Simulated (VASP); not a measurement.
Au3Cl2, 5 atoms in the cell. Symmetry: P-3m1, No. 164, trigonal system. Conventional cell: a = 4.267 Å, b = 4.267 Å, c = 6.638 Å, α = 90.00°, β = 90.00°, γ = 120.00°. Au (site symmetry -3m) has 6 Cl at 2.95 Å and 6 Au at 3.41 Å within 3.9 Å. Within 3.4 Å of Au (site symmetry 3m) lie 4 Cl at 2.57 to 2.66 Å and 3 Au at 3.13 Å. Cl (site symmetry 3m) has 7 Au at 2.57 to 2.95 Å within 3.4 Å. 

| Item | Value |
| --- | --- |
| Program | VASP 6.6.1 |
| Task | single point |
| Functional | PBE |
| Potentials or basis | VASP PAW PBE potentials, release 64 (Au, Cl) |
| Cutoff | 520 eV |
| k mesh | 6 × 6 × 4 |
| Occupations | gaussian, width 0.1 eV |
| Spin | no spin polarisation |
| Dipole correction | no |
| Further INCAR settings | ALGO = Normal; EDIFF = 1e-06; NBANDS = 32 |

Potentials or basis: VASP PAW PBE potentials, release 64 (Au, Cl).

Run with:

```console
$ cat potpaw_PBE.64/Au/POTCAR potpaw_PBE.64/Cl/POTCAR > POTCAR
$ mpirun -np 1 vasp_std > vasp.out
```

Hardware: 1 thread of Intel(R) Xeon(R) 6975P-C (Granite Rapids), on a shared host.

**Question.** How long does it take, and how much memory?

**Answer.** Wall time 24 s on 1 thread of Intel(R) Xeon(R) 6975P-C (Granite Rapids), on a shared host, peak memory 0.24 GiB. Counts: scf iterations 12, k points 24.
